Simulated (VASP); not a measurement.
**Te2Mo: single point with PBE**

Te2Mo, a slab with vacuum:

```
CELL_PARAMETERS angstrom
3.56023 0.00000 0.00000
-1.78012 3.08325 0.00000
0.00000 0.00000 17.52406
ATOMIC_POSITIONS crystal
Te 0.33333 0.66667 0.89786
Te 0.33333 0.66667 0.10214
Mo 0.00000 0.00000 0.00000
```

- Program: VASP 6.6.1
- Task: single point
- Functional: PBE
- Potentials or basis: VASP PAW PBE potentials, release 64 (Te, Mo_sv)
- Cutoff: 500 eV
- k mesh: 6 × 6 × 1
- Occupations: fermi-dirac, width 0.14 eV
- Spin: no spin polarisation

* Largest force: 0.238 eV/Å
* Band gap on the k mesh: 1.05 eV, direct

Forces in eV/Å, atoms in the order of the input:
```
Te   0.000  0.000 -0.238
Te   0.000  0.000  0.238
Mo   0.000  0.000  0.000
```

Levels at points of the mesh, in eV from the valence-band top:
| k point | band 10 | band 11 | band 12 | band 13 | band 14 | band 15 | band 16 | band 17 |
| --- | --- | --- | --- | --- | --- | --- | --- | --- |
| (0.00, 0.00, 0.00) | -1.62 | -0.91 | -0.91 | -0.39 | 3.06 | 3.06 | 3.36 | 3.36 |
| (0.50, 0.00, 0.00) | -2.30 | -1.55 | -0.71 | -0.35 | 1.39 | 1.74 | 3.32 | 3.71 |

Run time: 22 s on 1 thread of Intel(R) Xeon(R) 6975P-C (Granite Rapids), on a shared host, peak memory 0.29 GiB.

Caveat: spin-orbit coupling is left out, which moves the levels of the heavy elements.
